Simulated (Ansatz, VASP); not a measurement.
**Be: VASP beside Ansatz**

The input INCAR:

```
SYSTEM = Be
  PREC = Accurate
  ENCUT = 520
  EDIFF = 1E-6
  ISMEAR = -1
  SIGMA = 0.05
  LREAL = .FALSE.
  LASPH = .TRUE.
  NELM = 100
  ALGO = Normal
  ISIF = 2
  LWAVE = .FALSE.
  LCHARG = .FALSE.
  GGA = PE
  NBANDS = 9
```

File KPOINTS:

```
Automatic mesh
0
G
  13 13 8
  0 0 0
```

Contents of POSCAR:

```
Be
1.0
    2.3004348782      0.0000000000      0.0000000000
   -1.1502174391      1.9922350443      0.0000000000
    0.0000000000      0.0000000000      3.6079371156
Be
2
Direct
    0.6666666667      0.3333333333      0.7500000000
    0.3333333333      0.6666666667      0.2500000000
```

The input input.yaml:

```yaml
crystal:
  lattice:
    - [2.3004348782, 0.0, 0.0]
    - [-1.1502174391, 1.9922350443, 0.0]
    - [0.0, 0.0, 3.6079371156]
  atoms:
    - { symbol: Be, position: [0.6666666667, 0.3333333333, 0.75] }
    - { symbol: Be, position: [0.3333333333, 0.6666666667, 0.25] }
hamiltonian:
  xc: pbe
  pseudopotentials: { kind: paw, source: jth }
kpoints:
  mp_grid: { grid: [13, 13, 8] }
scf:
  occupations: { method: fermi_dirac, width: 0.05 }
output:
  forces: true
  stress: true
  eigenvalues: true
  write_density: true
  write_potential: true
  elf: true
  volumetric_format: npy
```

Alike in both runs: task single point; functional PBE; k mesh 13 × 13 × 8; occupations fermi-dirac, width 0.05 eV; no spin polarisation.

```csv
,VASP,Ansatz
version,VASP 6.6.1,Ansatz 0.2.0
potentials or method,"VASP PAW PBE potentials, release 64 (Be)",JTH PAW
plane-wave cutoff (eV),520,1080
valence electrons in the cell,4,8
```

|  | VASP | Ansatz | Ansatz less VASP |
| --- | --- | --- | --- |
| gap on the k mesh at the Fermi level (eV) | none | none | - |
| pressure (GPa) | -4.9 | -5.0 | -0.16 |
| traceless stress, the component that is largest in VASP (GPa) | -0.91 | -0.94 | -0.033 |

A gap of «none» marks a metal or a gap that the smearing closes. With one functional, cell and mesh, what is left measures potentials, basis and numerics. VASP's potentials hold 4 valence electrons a cell and Ansatz's 8, so a difference there can come from the potentials and not from the codes.
